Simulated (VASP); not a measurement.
Wanted: the native input for a VASP 6.6.1 run.

| Quantity | Value |
| --- | --- |
| Task | single point |
| Functional | r2SCAN |
| Potentials or basis | VASP PAW PBE potentials, release 64 (Os) |
| Cutoff | 520 eV |
| k mesh | 20 × 20 × 20 |
| Occupations | gaussian, width 0.15 eV |
| Spin | no spin polarisation |
| Dipole correction | no |
| Further INCAR settings | ALGO = Normal; EDIFF = 1e-07; NBANDS = 10 |

Crystal: Os.

```
Os
1.0
     0.00000    1.94500    1.94500
     1.82830    0.00000    1.94500
     1.82830    1.94500    0.00000
Os
1
Direct
  0.00000 0.00000 0.00000
```

This cell differs from its parent crystal: strain -0.0600 x Voigt [1, 0, 0, 0, 0, 0].

The input as run:

POSCAR

```
Os
1.0
    0.0000000000      1.9450000000      1.9450000000
    1.8283000000      0.0000000000      1.9450000000
    1.8283000000      1.9450000000      0.0000000000
Os
1
Direct
    0.0000000000      0.0000000000      0.0000000000
```

INCAR.step1

```
PREC = Accurate ; ENCUT = 520
ISMEAR = 0 ; SIGMA = 0.15
LREAL = False ; LASPH = True
NELM = 80 ; NBANDS = 10
GGA = PE ; ALGO = Normal
EDIFF = 1E-4 ; LWAVE = True
LCHARG = False
```

INCAR.step2

```
PREC = Accurate ; ENCUT = 520
EDIFF = 1E-7 ; ISMEAR = 0
SIGMA = 0.15 ; LREAL = False
LASPH = True ; NELM = 80
ALGO = Normal ; ISIF = 2
LWAVE = False ; LCHARG = True
METAGGA = R2SCAN ; LMIXTAU = True
LELF = True ; LVHAR = True
NBANDS = 10 ; ISTART = 1
```

KPOINTS

```
Automatic mesh
0
Gamma
  20 20 20
```

Potentials or basis: VASP PAW PBE potentials, release 64 (Os).

Run with:

```bash
$ cat potpaw_PBE.64/Os/POTCAR > POTCAR
$ cp INCAR.step1 INCAR
$ mpirun -np 1 vasp_std > vasp.out
$ cp INCAR.step2 INCAR
$ mpirun -np 1 vasp_std > vasp.out
```

Results of the run:

- Pressure: 9.5 GPa
- Band gap on the k mesh: zero (band 4 reaches 12.67 eV, above the bottom of band 5 at 7.69 eV)

Caveat: the cell differs from its parent crystal (strain -0.0600 x Voigt [1, 0, 0, 0, 0, 0]); the PAW data sets were made with another functional, which shifts forces and pressure a little; spin-orbit coupling is left out, which moves the levels of the heavy elements.

It took 2.3 min on 1 thread of Intel(R) Xeon(R) 6975P-C (Granite Rapids), with other jobs on the host, peak memory 0.21 GiB.
